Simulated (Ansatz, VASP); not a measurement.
Two plane-wave programs on C

```
C
1.0
     2.51292    0.00000    0.00000
     0.00000    2.51292    0.00000
     0.00000    0.00000   27.43833
C
15
Direct
  0.00000 0.50000 0.27334
  0.00000 0.00000 0.30572
  0.50000 0.00000 0.33810
  0.50000 0.50000 0.37048
  0.00000 0.50000 0.40286
  0.00000 0.00000 0.43524
  0.50000 0.00000 0.46762
  0.50000 0.50000 0.50000
  0.00000 0.50000 0.53238
  0.00000 0.00000 0.56476
  0.50000 0.00000 0.59714
  0.50000 0.50000 0.62952
  0.00000 0.50000 0.66190
  0.00000 0.00000 0.69428
  0.50000 0.00000 0.72666
```

Alike in both runs: task single point; functional PBEsol; k mesh 5 × 5 × 1; occupations gaussian, width 0.05 eV; no spin polarisation.

```csv
,VASP,Ansatz
version,VASP 6.6.1,Ansatz 0.2.0
potentials or method,"VASP PAW PBE potentials, release 64 (C), cutoff 520 eV","scalar-relativistic, plane waves, PAW"
valence electrons in the cell,60,60
```

Ansatz gave:

| Item | Value |
| --- | --- |
| gap on the k mesh at the Fermi level (eV) | none |
| rms of the force components (eV/Å) | 0.715 |

Q: Which values does VASP return?

A: gap on the k mesh at the Fermi level (eV): none; rms of the force components (eV/Å): 0.708.

VASP's potentials were made for PBE, not for PBEsol. Atom by atom the forces differ by 0.011 eV/Å (rms over components). A gap of «none» marks a metal or a gap that the smearing closes.

The k mesh is coarse, so the values compare programs but aren't converged.
